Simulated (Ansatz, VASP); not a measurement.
Sn2GeO3 in VASP and in Ansatz

```
CELL_PARAMETERS angstrom
0.00071 -3.48905 -0.00686
-4.18752 0.00051 0.00201
0.32473 -0.02756 -15.01164
ATOMIC_POSITIONS crystal
Sn 0.00069 0.00243 0.92301
Sn 0.00109 0.01284 0.59785
Sn 0.00169 0.98691 0.25107
Sn 0.49924 0.50037 0.40594
Ge 0.49889 0.56207 0.74195
Ge 0.49847 0.55200 0.06729
O 0.99985 0.47982 0.99389
O 0.00003 0.48906 0.66860
O 0.00090 0.49345 0.31757
O 0.49929 0.95821 0.00883
O 0.49963 0.96756 0.68351
O 0.50024 0.99529 0.34048
```

Change from the starting cell: cell x1, atoms moved at random (sigma 0.1 Å) and cell strained at random (1.5 %), then relaxed without symmetry.

Alike in both runs: functional PBE; k mesh 4 × 4 × 1; occupations gaussian, width 0.1 eV; no spin polarisation.

Ansatz relaxed the structure, and its values are those at the end. VASP's run is a single point on that final structure, the one shown.

```csv
,VASP,Ansatz
version,VASP 6.6.1,Ansatz 0.2.0
potentials or method,"VASP PAW PBE potentials, release 64 (Sn_d, Ge_d, O), cutoff 520 eV","scalar-relativistic, plane waves, PAW"
valence electrons in the cell,120,120
```

|  | VASP | Ansatz | Ansatz less VASP |
| --- | --- | --- | --- |
| gap on the k mesh at the Fermi level (eV) | 0.94 | 0.95 | +0.006 |
| least direct gap on the mesh (eV) | 1.80 | 1.83 | +0.031 |
| pressure (GPa) | 0.2 | 0.0 | -0.17 |
| rms of the force components (eV/Å) | 0.035 | 0.005 | -0.0296 |

The k mesh is coarse, so the values compare programs but aren't converged.
